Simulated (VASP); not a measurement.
# KTmH4 (Cmmm) in VASP: relaxation of cell and atoms with PBE

Aim: the relaxation of cell and atoms of KTmH4 with PBE.

Everything below comes from runs of VASP 6.6.1. Logs are shortened: lines on timing, memory, paths and dates and some standing lists are left out, and cuts for length are marked.

**1. The cell of the first run**

The structure is orthorhombic, space group Cmmm (No. 65). Conventional cell: a = 6.491 Å, b = 6.639 Å, c = 3.810 Å, α = 90.00°, β = 90.00°, γ = 90.00°. K (site symmetry mmm) has 10 H at 2.32 to 3.00 Å within 3.1 Å. Within 2.8 Å of Tm (site symmetry mmm) lie 8 H at 2.15 to 2.32 Å. Within 2.7 Å of H (site symmetry m2m) lie 5 H at 2.00 to 2.59 Å and 2 Tm at 2.15 Å and 1 K at 2.32 Å. H (site symmetry 2/m) has 2 Tm at 2.32 Å and 4 H at 2.59 Å and 4 K at 3.00 Å within 3.1 Å.

The cell was generated, and may not be a known phase.

**2. Relaxation of cell and atoms, PBE**

The input, INCAR:

```
  PREC = Accurate
  ENCUT = 500
  EDIFF = 1E-7
  ISMEAR = 0
  SIGMA = 0.1
  LREAL = False
  LASPH = True
  NELM = 200
  ALGO = Normal
  ISIF = 3
  LWAVE = False
  LCHARG = False
  GGA = PE
  IBRION = 2
  NSW = 100
  EDIFFG = -0.01
  GGA_COMPAT = False
  NELMIN = 4
  LMAXMIX = 6
```

The input, KPOINTS:

```
regular mesh
0
Gamma
  8 8 10
```

The input, POSCAR:

```
KTmH4
1.0
    3.2452857228     -3.3193268259      0.0000000000
    3.2452857228      3.3193268259      0.0000000000
    0.0000000000      0.0000000000      3.8099070924
K Tm H
1 1 4
Direct
    0.5000000000      0.5000000000      0.0000000000
    0.0000000000      0.0000000000      0.5000000000
    0.1508278411      0.8491721589      0.0000000000
    0.8491721589      0.1508278411      0.0000000000
    0.0000000000      0.5000000000      0.5000000000
    0.5000000000      0.0000000000      0.5000000000
```

Potentials or basis: VASP PAW PBE potentials, release 64 (K_sv, Tm_3, H), 4f in core.

Started as:

```
> cat potpaw_PBE.64/K_sv/POTCAR potpaw_PBE.64/Tm_3/POTCAR potpaw_PBE.64/H/POTCAR > POTCAR
> mpirun -np 1 vasp_std > vasp.out
```

OUTCAR:

```text
PREC = Accurate
   ENCUT = 500
   EDIFF = 1E-7
   ISMEAR = 0
   LREAL = False
   LASPH = True
   NELM = 200
   ISIF = 3
   GGA = PE
   IBRION = 2
   NSW = 100
   EDIFFG = -0.01
   NELMIN = 4

 ion  position               nearest neighbor table
   1  0.500  0.500  0.000-   3 2.32   4 2.32   2 3.76   2 3.76   2 3.76   2 3.76
   2  0.000  0.000  0.500-   3 2.15   4 2.15   3 2.15   4 2.15   5 2.32   6 2.32   5 2.32   6 2.32
                             1 3.76   1 3.76   1 3.76   1 3.76
   3  0.151  0.849  0.000-   2 2.15   2 2.15   1 2.32
   4  0.849  0.151  0.000-   2 2.15   2 2.15   1 2.32
   5  0.000  0.500  0.500-   2 2.32   2 2.32
   6  0.500  0.000  0.500-   2 2.32   2 2.32

  LATTYP: Found a base centered orthorhombic cell.
 ALAT       =     6.4905714456
 B/A-ratio  =     1.0228149721
 C/A-ratio  =     0.5869910106

  Lattice vectors:

 A1 = (   3.2452857228,  -3.3193268259,   0.0000000000)
 A2 = (   3.2452857228,   3.3193268259,   0.0000000000)
 A3 = (   0.0000000000,   0.0000000000,   3.8099070924)

Analysis of symmetry for initial positions (statically):
=====================================================================
 Subroutine PRICEL returns:
 Original cell was already a primitive cell.

 Routine SETGRP: Setting up the symmetry group for a
 base centered orthorhombic supercell.

 Subroutine GETGRP returns: Found  8 space group operations
 (whereof  8 operations were pure point group operations)
 out of a pool of  8 trial point group operations.

The static configuration has the point symmetry D_2h.

Analysis of symmetry for dynamics (positions and initial velocities):
=====================================================================
 Subroutine PRICEL returns:
 Original cell was already a primitive cell.

 Routine SETGRP: Setting up the symmetry group for a
 base centered orthorhombic supercell.

 Subroutine GETGRP returns: Found  8 space group operations
 (whereof  8 operations were pure point group operations)
 out of a pool of  8 trial point group operations.

The dynamic configuration has the point symmetry D_2h.

 Subroutine INISYM returns: Found  8 space group operations
 (whereof  8 operations are pure point group operations),
 and found     1 'primitive' translations

----------------------------------------------------------------------------------------

                                     Primitive cell

  volume of cell :      82.0819

  direct lattice vectors                    reciprocal lattice vectors
     3.245285723 -3.319326826  0.000000000     0.154069639 -0.150632952  0.000000000
     3.245285723  3.319326826  0.000000000     0.154069639  0.150632952  0.000000000
     0.000000000  0.000000000  3.809907092     0.000000000  0.000000000  0.262473592

  length of vectors
     4.642177291  4.642177291  3.809907092     0.215470973  0.215470973  0.262473592

  position of ions in fractional coordinates (direct lattice)
     0.500000000  0.500000000  0.000000000
     0.000000000  0.000000000  0.500000000
     0.150827841  0.849172159  0.000000000
     0.849172159  0.150827841  0.000000000
     1.000000000  0.500000000  0.500000000
     0.500000000  1.000000000  0.500000000

  ion indices of the primitive-cell ions
   primitive index   ion index
                 1           1
                 2           2
                 3           3
                 4           4
                 5           5
                 6           6

----------------------------------------------------------------------------------------

 KPOINTS: regular mesh

Automatic generation of k-mesh.
 Grid dimensions read from file:
 generate k-points for:    8    8   10

 Generating k-lattice:

  Cartesian coordinates                     Fractional coordinates (reciprocal lattice)
     0.019258705 -0.018829119  0.000000000     0.125000000 -0.000000000  0.000000000
     0.019258705  0.018829119  0.000000000    -0.000000000  0.125000000  0.000000000
     0.000000000  0.000000000  0.026247359     0.000000000  0.000000000  0.100000000

  Length of vectors
     0.026933872  0.026933872  0.026247359

  Shift w.r.t. Gamma in fractional coordinates (k-lattice)
     0.000000000  0.000000000  0.000000000

 Subroutine IBZKPT returns following result:
 ===========================================

 Found    126 irreducible k-points:

 Following reciprocal coordinates:
            Coordinates               Weight
  0.000000  0.000000  0.000000      1.000000
  0.125000  0.000000  0.000000      4.000000
  0.250000  0.000000  0.000000      4.000000
  0.375000  0.000000  0.000000      4.000000
  0.500000  0.000000  0.000000      2.000000
  0.125000  0.125000  0.000000      2.000000
[... 16 lines left out ...]
  0.125000  0.000000  0.100000      8.000000
  0.250000  0.000000  0.100000      8.000000
 [... further k-points ...]
   k-points           NKPTS =    126   k-points in BZ     NKDIM =    126   number of bands    NBANDS=     15
   number of dos      NEDOS =    301   number of ions     NIONS =      6
   total plane-waves  NPLWV =  36288
   dimension x,y,z NGX =    36 NGY =   36 NGZ =   28
   dimension x,y,z NGXF=    72 NGYF=   72 NGZF=   56
   ions per type =               1   1   4
   NGX,Y,Z   is equivalent  to a cutoff of  12.89, 12.89, 12.22 a.u.
   NGXF,Y,Z  is equivalent  to a cutoff of  25.78, 25.78, 24.44 a.u.
 SYSTEM =  unknown system
   PREC   = accura    normal or accurate (medium, high low for compatibility)
   ISTART =      0    job   : 0-new  1-cont  2-samecut
   ICHARG =      2    charge: 1-file 2-atom 10-const
   ISPIN  =      1    spin polarized calculation?
   LNONCOLLINEAR =      F non collinear calculations
   LSORBIT =      F    spin-orbit coupling
   LASPH  =      T    aspherical Exc in radial PAW
   ENCUT  =  500.0 eV  36.75 Ry    6.06 a.u.   8.46  8.46  6.95*2*pi/ulx,y,z
   NELM   =    200;   NELMIN=  4; NELMDL= -5     # of ELM steps
   EDIFF  = 0.1E-06   stopping-criterion for ELM
   LREAL  =      F    real-space projection
   EDIFFG = -.1E-01   stopping-criterion for IOM
   NSW    =    100    number of steps for IOM
   IBRION =      2    ionic relax: 0-MD 1-quasi-New 2-CG
   NFREE  =      1    steps in history (QN), initial steepest desc. (CG)
   ISIF   =      3    stress and relaxation
   ISYM   =      2    0-nonsym 1-usesym 2-fastsym
   POTIM  = 0.5000    time-step for ionic-motion
   TEBEG  =    0.0;   TEEND  =   0.0 temperature during run
   PSTRESS=    0.0 pullay stress
   NELECT =      22.0000    total number of electrons
   NUPDOWN=      -1.0000    fix difference up-down
   EMIN   =  10.00;   EMAX   =-10.00  energy-range for DOS
   EFERMI =   0.00;   METHOD = LEGACY
   ISMEAR =     0;   SIGMA  =   0.10  broadening in eV -4-tet -1-fermi 0-gaus
   EFERMI_NEDOS =   21; number of points for ismear=-14 and -15
   IALGO  =     38    algorithm
   IMIX   =      4    mixing-type and parameters
     AMIX     =   0.40;   BMIX     =  1.00
     AMIX_MAG =   1.60;   BMIX_MAG =  1.00
  volume/ion in A,a.u.               =      13.68        92.32
  Fermi-wavevector in a.u.,A,eV,Ry     =   1.055520  1.994644 15.158567  1.114123
  Thomas-Fermi vector in A             =   2.190722
   LORBIT       =      0    0 simple, 1 ext, 2 COOP (PROOUT), +10 PAW based schemes
   GGA     = PE    functional components
   LHFCALC =     F    Hartree Fock is set to
   AEXX    =    0.0000 exact exchange contribution
   IVDW    =     0    specifies the selected vdW correction
   LEPSILON=     F    determine dielectric tensor
   LRPA    =     F    only Hartree local field effects (RPA)
 conjugate gradient relaxation of ions
 non-spin polarized calculation
 Gauss-broadening in eV      SIGMA  =   0.10
  energy-cutoff  :      500.00
  volume of cell :       82.08
 maximum number of plane-waves:      2110
 NGX is ok and might be reduce to    36
   NGX = 17   NGY = 17   NGZ = 13

--------------------------------------- Ionic step        1  -------------------------------------------

 number of electron      22.0000005 magnetization

 Free energy of the ion-electron system (eV)
  ---------------------------------------------------
  ext. energy  EPLUGINS =         0.00000000
  ---------------------------------------------------
  free energy    TOTEN  =       -20.34553282 eV

  energy without entropy =      -20.34454789  energy(sigma->0) =      -20.34504035

------------------------ aborting loop because EDIFF is reached ----------------------------------------

  FORCE on cell =-STRESS in cart. coord.  units (eV):
  Direction    XX          YY          ZZ          XY          YZ          ZX
  --------------------------------------------------------------------------------------
  -------------------------------------------------------------------------------------
  Total        0.0199788      0.0644074      0.1682531     -0.0000000      0.0000000      0.0000000
  in kB        0.3899720      1.2571850      3.2841756     -0.0000000      0.0000000      0.0000000
  external PRESSURE =       1.6437775 kB  Pullay stress =       0.0000000 kB
[... 65 lines left out ...]
  energy  without entropy=      -20.3447483028  energy(sigma->0) =      -20.34523782

--------------------------------------- Ionic step        3  -------------------------------------------

 number of electron      22.0000005 magnetization

 Free energy of the ion-electron system (eV)
  ---------------------------------------------------
  ext. energy  EPLUGINS =         0.00000000
  ---------------------------------------------------
  free energy    TOTEN  =       -20.34576794 eV

  energy without entropy =      -20.34479294  energy(sigma->0) =      -20.34528044

 E-fermi :   1.3829     XC(G=0):  -8.6132

 val. band max:        1.3315390149   @ k =   0.5000   0.3750   0.0000
 cond. band min:       1.4538902984   @ k =   0.5000   0.3750   0.1000
 fundamental gap:      0.1223512835
 Fermi energy:         1.3829039241

 k-point     1 :       0.0000    0.0000    0.0000
  band No.  band energies     occupation
      1     -29.2670      2.00000
      2     -24.6298      2.00000
      3     -24.3361      2.00000
      4     -24.1897      2.00000
      5     -12.8520      2.00000
      6     -12.7469      2.00000
      7     -12.6890      2.00000
      8      -5.4717      2.00000
      9      -2.4792      2.00000
     10      -2.0997      2.00000
     11       0.5712      2.00000
     12       3.4951      0.00000
     13       4.5543      0.00000
     14       4.8221      0.00000
     15       5.5369      0.00000
[... 397 lines left out ...]
 k-point    24 :       0.2500    0.0000    0.1000
  band No.  band energies     occupation
      1     -29.2643      2.00000
      2     -24.6337      2.00000
      3     -24.3393      2.00000
      4     -24.2051      2.00000
      5     -12.8715      2.00000
      6     -12.7740      2.00000
      7     -12.7073      2.00000
      8      -4.9155      2.00000
      9      -2.4001      2.00000
     10      -2.0280      2.00000
     11       0.2836      2.00000
     12       3.3329      0.00000
     13       4.0966      0.00000
     14       4.5429      0.00000
     15       5.1037      0.00000

 [... further k-points ...]
[... 5 lines left out ...]
  --------------------------------------------------------------------------------------
  -------------------------------------------------------------------------------------
  Total       -0.0157257     -0.0178661      0.0151872      0.0000000      0.0000000      0.0000000
  in kB       -0.3059049     -0.3475413      0.2954291      0.0000000      0.0000000      0.0000000
  external PRESSURE =      -0.1193390 kB  Pullay stress =       0.0000000 kB
[... 21 lines left out ...]
  FREE ENERGIE OF THE ION-ELECTRON SYSTEM (eV)
  ---------------------------------------------------
  free  energy   TOTEN  =       -20.3457679361 eV

  energy  without entropy=      -20.3447929445  energy(sigma->0) =      -20.34528044

 reached required accuracy - stopping structural energy minimisation
```

It took 3 min on 1 thread of AMD EPYC 9R45 (Zen 5), shared host; peak memory 0.29 GiB.

Results:

- Free energy: -20.3458 eV
- Relaxed volume: 13.73 Å³/atom
- Relaxed cell: a = 4.645 Å, b = 4.645 Å, c = 3.819 Å, α = 90.00°, β = 90.00°, γ = 91.33°
- Space group after relaxing (to 0.1 Å): Cmmm (No. 65)
- Energy gained by relaxing: 0.0 meV/atom
- Ionic steps: 3
- Pressure after relaxing: 0.0 GPa
- Largest force after relaxing: 0.003 eV/Å
- Band gap on the k mesh: zero (bands 11 and 12 overlap by 0.19 eV)

Forces on the atoms (eV/Å):
```
K    0.000  0.000  0.000
Tm   0.000  0.000  0.000
H    0.000  0.003  0.000
H    0.000 -0.003  0.000
H    0.000  0.000  0.000
H    0.000  0.000  0.000
```

Step by step:
| step | energy change (eV) | largest force (eV/Å) | pressure (GPa) | volume (Å³) |
| --- | --- | --- | --- | --- |
| 1 | 0.0000 | 0.0095 | 0.16 | 82.08 |
| 2 | -0.0002 | 0.0019 | 0.06 | 82.25 |
| 3 | -0.0002 | 0.0033 | -0.01 | 82.36 |

Final structure:
```yaml
crystal:
  lattice:
    - [3.24617, -3.32223, 0.00000]
    - [3.24617, 3.32223, 0.00000]
    - [0.00000, 0.00000, 3.81860]
  atoms:
    - { symbol: K, position: [0.50000, 0.50000, 0.00000] }
    - { symbol: Tm, position: [0.00000, 0.00000, 0.50000] }
    - { symbol: H, position: [0.15094, 0.84906, 0.00000] }
    - { symbol: H, position: [0.84906, 0.15094, 0.00000] }
    - { symbol: H, position: [0.00000, 0.50000, 0.50000] }
    - { symbol: H, position: [0.50000, 0.00000, 0.50000] }
```

Caveat: spin-orbit coupling is left out, which moves the levels of the heavy elements; the 4f electrons are frozen in the core, so they carry no moment and show no levels. Spin polarisation is off, so any magnetic state and its effect on volume and gap are missing.

The gap in the log of VASP goes by the Fermi energy; the results here count the filled bands.